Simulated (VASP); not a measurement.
A run of VASP 6.6.1:

File INCAR:

```
SYSTEM = GaN
  PREC = Accurate
  ENCUT = 520
  EDIFF = 1E-8
  ISMEAR = 0
  SIGMA = 0.01
  LREAL = .FALSE.
  LASPH = .TRUE.
  NELM = 80
  ALGO = Normal
  ISIF = 2
  LWAVE = .FALSE.
  LCHARG = .FALSE.
  GGA = PS
  LEPSILON = .TRUE.
```

The input KPOINTS:

```
regular mesh
0
G
  10 10 5
  0 0 0
```

POSCAR

```
GaN
1.0
    3.1800000000      0.0000000000      0.0000000000
   -1.5900000000      2.7539607840      0.0000000000
    0.0000000000      0.0000000000      5.1660000000
Ga N
2 2
Direct
    0.6666666667      0.3333333333      0.5000000000
    0.3333333333      0.6666666667      0.0000000000
    0.6666666667      0.3333333333      0.8750000000
    0.3333333333      0.6666666667      0.3750000000
```

Potentials or basis: VASP PAW PBE potentials, release 64 (Ga_d, N).

Run with:

```sh
$ cat potpaw_PBE.64/Ga_d/POTCAR potpaw_PBE.64/N/POTCAR > POTCAR
$ mpirun -np 1 vasp_std > vasp.out
```

Hardware: 1 thread of Intel Xeon 8259CL, with other jobs on the host.

**Question.** How long does it take, and how much memory?

**Answer.** It took 17 min on 1 thread of Intel Xeon 8259CL, with other jobs on the host, peak memory 0.44 GiB. Counts: scf iterations 148, k points 42.
